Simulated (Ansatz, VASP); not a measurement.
## One calculation of CaO, two programs

The input INCAR:

```
  PREC = Accurate
  ENCUT = 520
  EDIFF = 1E-7
  ISMEAR = -1
  SIGMA = 0.05
  LREAL = False
  LASPH = True
  NELM = 60
  ALGO = Normal
  ISIF = 2
  LWAVE = False
  LCHARG = False
  GGA = B5
  ALDAX = 1.0
  AGGAX = 1.0
  AGGAC = 1.0
  ALDAC = 0.0
  NBANDS = 15
```

The input KPOINTS:

```
regular mesh
0
Gamma
  10 10 10
```

File POSCAR:

```
CaO
1.0
    0.0000000000      2.3544897713      2.3544897713
    2.3544897713      0.0000000000      2.3544897713
    2.3544897713      2.3544897713      0.0000000000
Ca O
1 1
Direct
    0.0000000000      0.0000000000      0.0000000000
    0.5000000000      0.5000000000      0.5000000000
```

The input input.yaml:

```yaml
crystal:
  lattice:
    - [0.0, 2.3544897713, 2.3544897713]
    - [2.3544897713, 0.0, 2.3544897713]
    - [2.3544897713, 2.3544897713, 0.0]
  atoms:
    - { symbol: Ca, position: [0.0, 0.0, 0.0] }
    - { symbol: O, position: [0.5, 0.5, 0.5] }
hamiltonian:
  xc: blyp
  pseudopotentials: { kind: paw }
kpoints:
  mp_grid: { grid: [10, 10, 10] }
scf:
  occupations: { method: fermi_dirac, width: 0.05 }
output:
  forces: true
  stress: true
  eigenvalues: true
```

Alike in both runs: task single point; functional BLYP; k mesh 10 × 10 × 10; occupations fermi-dirac, width 0.05 eV; no spin polarisation.

|  | VASP | Ansatz |
| --- | --- | --- |
| version | VASP 6.6.1 | Ansatz 0.2.0 |
| potentials or method | VASP PAW PBE potentials, release 64 (Ca_sv, O) | Ansatz PAW |
| plane-wave cutoff (eV) | 520 | 420 |
| valence electrons in the cell | 16 | 16 |

Ansatz gave:

* gap on the k mesh at the Fermi level (eV): 3.74
* least direct gap on the mesh (eV): 4.08
* pressure (GPa): 12.8

Problem. Estimate VASP's values.

Solution. gap on the k mesh at the Fermi level (eV): 3.71; least direct gap on the mesh (eV): 4.06; pressure (GPa): 13.6.

VASP's potentials were made for PBE, not for BLYP.
